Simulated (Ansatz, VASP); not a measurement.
# One calculation of Ta, two programs

Contents of INCAR:

```
SYSTEM = Ta
PREC = Accurate
ENCUT = 520
EDIFF = 1E-7
ISMEAR = -1
SIGMA = 0.1
LREAL = .False.
LASPH = .True.
NELM = 60
ALGO = Normal
ISIF = 2
LWAVE = .False.
LCHARG = .True.
LELF = .True.
LVHAR = .True.
NBANDS = 12
```

The input KPOINTS:

```
Automatic mesh
0
Gamma
  13 13 13
  0 0 0
```

Contents of POSCAR:

```
Ta
1.0
    2.6474847225      0.0000000000      0.0000000000
    0.0000000000      2.6474847225      0.0000000000
    0.0000000000      0.0000000000      2.6474847225
Ta
1
Direct
    0.0000000000      0.0000000000      0.0000000000
```

Input for Ansatz:

```yaml
crystal:
  lattice:
    - [2.6474847225, 0.0, 0.0]
    - [0.0, 2.6474847225, 0.0]
    - [0.0, 0.0, 2.6474847225]
  atoms:
    - { symbol: Ta, position: [0.0, 0.0, 0.0] }
hamiltonian:
  xc: lda
  pseudopotentials:
    kind: paw
    azcp:
      Ta: "pseudopotentials/Ta.paw.azcp"
basis:
  ecutwfc: 420
  fft_grid_basis: typed
kpoints:
  mp_grid: { grid: [13, 13, 13], shift: [0, 0, 0] }
magnetization:
  spin_polarized: false
scf:
  occupations: { method: fermi_dirac, width: 0.1 }
  lower_state_search: "off"
output:
  stress: true
```

Alike in both runs: task single point; functional LDA; k mesh 13 × 13 × 13; occupations fermi-dirac, width 0.1 eV; no spin polarisation.

|  | VASP | Ansatz |
| --- | --- | --- |
| version | VASP 6.6.1 | Ansatz 0.2.0 |
| potentials or method | VASP PAW LDA potentials, release 64 (Ta_pv), cutoff 520 eV | plane waves (420 eV) with PAW, scalar-relativistic |
| valence electrons in the cell | 11 | 13 |

|  | VASP | Ansatz | Ansatz less VASP |
| --- | --- | --- | --- |
| pressure (GPa) | 7.8 | 7.0 | -0.77 |

Ansatz warns that its potentials were made for another functional, while VASP's fit it. LDA's correlation is that of Perdew and Zunger in VASP and of Perdew and Wang (1992) in Ansatz. VASP's potentials hold 11 valence electrons a cell and Ansatz's 13, so a difference there can come from the potentials and not from the codes.

Spin-orbit coupling is off throughout.
